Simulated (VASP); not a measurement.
The system is Au.

```xyz
1
Lattice="-1.6573 1.6573 1.6573 1.6573 -1.6573 1.6573 1.6573 1.6573 -1.6573" Properties=species:S:1:pos:R:3 pbc="T T T"
Au    0.0000    0.0000    0.0000
```

This isn't the form of Au at room conditions, which is fcc.

| Property | Result |
| --- | --- |
| Program | VASP 6.6.1 |
| Task | relaxation of cell and atoms |
| Functional | PBEsol |
| Potentials or basis | VASP PAW PBE potentials, release 64 (Au) |
| Cutoff | 500 eV |
| k mesh | 10 × 10 × 10 |
| Occupations | gaussian, width 0.1 eV |
| Spin | no spin polarisation |

At the start: pressure -9.8 GPa; volume 18.21 Å³/atom.

Task: Where does the relaxation end?

Result: Over 4 steps the energy falls by 40.9 meV/atom and the volume is 16.99 Å³/atom (-6.7 %); space group Im-3m (No. 229, to 0.1 Å) before and after.

The path:
```
step  energy change (eV)  largest force (eV/Å)  pressure (GPa)  volume (Å³)
   1              0.0000                0.0000           -9.83        18.21
   2              0.0577                0.0000           22.55        15.42
   3             -0.0409                0.0000           -0.31        17.01
   4             -0.0409                0.0000           -0.06        16.99
```

Final structure:
```xyz
1
Lattice="-1.6194 1.6194 1.6194 1.6194 -1.6194 1.6194 1.6194 1.6194 -1.6194" Properties=species:S:1:pos:R:3 pbc="T T T"
Au    1.6194    1.6194   -1.6194
```

Caveat: the PAW data sets were made with another functional, which shifts forces and pressure a little.
